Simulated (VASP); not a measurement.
Wanted: the native input for a VASP 6.6.1 run.

```yaml
Task: single point
Functional: r2SCAN
Potentials_or_basis: VASP PAW PBE potentials, release 64 (Mg, Sn_d)
Cutoff: 660 eV
k_mesh: 12 × 12 × 12
Occupations: gaussian, width 0.01 eV
Spin: no spin polarisation
Dipole_correction: no
Further_INCAR_settings: ALGO = Normal; EDIFF = 1e-06; NBANDS = 16
```

Crystal: Mg2Sn.

```
CELL_PARAMETERS angstrom
0.00000 3.24913 3.24913
3.24913 0.00000 3.24913
3.24913 3.24913 0.00000
ATOMIC_POSITIONS crystal
Mg 0.25000 0.25000 0.25000
Mg 0.75000 0.75000 0.75000
Sn 0.00000 0.00000 0.00000
```

One way to write it, as run:

POSCAR

```
Mg2Sn
1.0
    0.0000000000      3.2491333447      3.2491333447
    3.2491333447      0.0000000000      3.2491333447
    3.2491333447      3.2491333447      0.0000000000
Mg Sn
2 1
Direct
    0.2500000000      0.2500000000      0.2500000000
    0.7500000000      0.7500000000      0.7500000000
    0.0000000000      0.0000000000      0.0000000000
```

INCAR.step1

```
PREC = Accurate
ENCUT = 660
ISMEAR = 0
SIGMA = 0.01
LREAL = False
LASPH = True
NELM = 120
NBANDS = 16
GGA = PE
ALGO = Normal
EDIFF = 1E-5
LWAVE = True
LCHARG = False
GGA_COMPAT = False
```

INCAR.step2

```
PREC = Accurate
ENCUT = 660
EDIFF = 1E-6
ISMEAR = 0
SIGMA = 0.01
LREAL = False
LASPH = True
NELM = 120
ALGO = Normal
ISIF = 2
LWAVE = False
LCHARG = False
METAGGA = R2SCAN
LMIXTAU = True
NBANDS = 16
ISTART = 1
GGA_COMPAT = False
```

KPOINTS

```
Automatic mesh
0
Gamma
  12 12 12
```

Potentials or basis: VASP PAW PBE potentials, release 64 (Mg, Sn_d).

The run is started by

```console
$ cat potpaw_PBE.64/Mg/POTCAR potpaw_PBE.64/Sn_d/POTCAR > POTCAR
$ cp INCAR.step1 INCAR
$ mpirun -np 1 vasp_std > vasp.out
$ cp INCAR.step2 INCAR
$ mpirun -np 1 vasp_std > vasp.out
```

It gave:

The pressure is 6.8 GPa.

Caveat: the cell stands under pressure; the PAW data sets were made with another functional, which shifts forces and pressure a little.

Run time: 2.6 min on 1 thread of Intel(R) Xeon(R) 6975P-C (Granite Rapids), with other jobs on the host, peak memory 0.34 GiB.
